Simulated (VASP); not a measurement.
## AlN: G0W0 quasiparticle levels with PBE

The system is AlN.

```
Al N
1.0
     0.00000    2.21590    2.21590
     2.21590    0.00000    2.21590
     2.21590    2.21590    0.00000
Al N
1 1
Direct
  0.00000 0.00000 0.00000
  0.75000 0.75000 0.75000
```

```
Program                         : VASP 6.6.1
Task                            : G0W0 quasiparticle levels
Functional                      : PBE
Potentials or basis             : VASP PAW PBE potentials, release 64 (Al_GW, N_GW)
Cutoff                          : 500 eV
k mesh                          : 6 × 6 × 6
Occupations                     : gaussian, width 0.01 eV
Spin                            : no spin polarisation
Dipole correction               : no
GW scheme                       : G0W0
GW iterations                   : 1
Cutoff of the response function : 150
Frequency points                : 96
Empty bands                     : 90
Further INCAR settings          : ALGO = EVGW0; EDIFF = 1e-08; NBANDS = 94
```

The quasiparticle gap is 4.55 eV, the least direct quasiparticle gap is 5.34 eV and the band gap of the starting levels on the mesh is 3.29 eV. The least direct gap of the starting levels on the mesh is 3.81 eV.

Wall time 3.6 min on 1 thread of AMD EPYC 9R45 96-Core Processor (Zen 5) (shared host), peak memory 0.39 GiB.

Caveat: the k points lie up to 0.41 Å⁻¹ apart; bands, screening cutoff and mesh are small and nothing is extrapolated, so the quasiparticle values aren't converged.
